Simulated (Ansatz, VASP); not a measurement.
Two plane-wave programs on CaO

The input POSCAR:

```
CaO
1.0
    0.1006070092      2.4022551182      2.4022551182
    2.4022551182      0.1006070092      2.4022551182
    2.4022551182      2.4022551182      0.1006070092
Ca O
1 1
Direct
    0.0000000000      0.0000000000      0.0000000000
    0.5000000000      0.5000000000      0.5000000000
```

File INCAR.step1:

```
  ALGO = Normal
  EDIFF = 1E-4
  ENCUT = 520
  GGA = PE
  ISMEAR = 0
  LASPH = True
  LCHARG = False
  LREAL = False
  LWAVE = True
  NBANDS = 15
  NELM = 60
  PREC = Accurate
  SIGMA = 0.01
```

INCAR.step2

```
  ALGO = Normal
  EDIFF = 1E-6
  ENCUT = 520
  ISIF = 2
  ISMEAR = 0
  ISTART = 1
  LASPH = True
  LCHARG = False
  LMIXTAU = True
  LREAL = False
  LWAVE = False
  METAGGA = R2SCAN
  NBANDS = 15
  NELM = 60
  PREC = Accurate
  SIGMA = 0.01
```

KPOINTS

```
k-points
0
Gamma
  10 10 10
```

Input for Ansatz:

```yaml
crystal:
  lattice:
    - [0.1006070092, 2.4022551182, 2.4022551182]
    - [2.4022551182, 0.1006070092, 2.4022551182]
    - [2.4022551182, 2.4022551182, 0.1006070092]
  atoms:
    - { symbol: Ca, position: [0.0, 0.0, 0.0] }
    - { symbol: O, position: [0.5, 0.5, 0.5] }
kpoints:
  mp_grid: { grid: [10, 10, 10] }
  band_path:
    path:
      - [0.0, 0.0, 0.0]
      - [0.5, 0.0, 0.5]
      - [0.625, 0.25, 0.625]
      - [0.375, 0.375, 0.75]
      - [0.5, 0.5, 0.5]
      - [0.5, 0.25, 0.75]
      - [0.0, 0.5, 0.5]
    npoints: 1
hamiltonian:
  xc: r2scan
scf:
  occupations: { method: fixed }
  n_extra_bands: 4
output:
  forces: true
  stress: true
  eigenvalues: true
  write_density: true
  write_potential: true
  elf: true
  volumetric_format: npy
```

Change from the starting cell: epitaxial_111 strain -4.0%.

Alike in both runs: task single point; functional r2SCAN; k mesh 10 × 10 × 10; no spin polarisation.

```csv
,VASP,Ansatz
version,VASP 6.6.1,Ansatz 0.2.0
potentials or method,"VASP PAW PBE potentials, release 64 (Ca_sv, O)","plane waves, PAW"
plane-wave cutoff (eV),520,500
occupations,"gaussian, width 0.01 eV",fixed
valence electrons in the cell,16,16
```

Ansatz gave:

```
gap on the k mesh at the Fermi level (eV)                     : 4.06
pressure (GPa)                                                : 7.6
traceless stress, the component that is largest in VASP (GPa) : -3.79
```

Task: Which values does VASP return?

Result: gap on the k mesh at the Fermi level (eV): 4.04; pressure (GPa): 9.0; traceless stress, the component that is largest in VASP (GPa): -3.74.

VASP's potentials were made for PBE, not for r2SCAN.
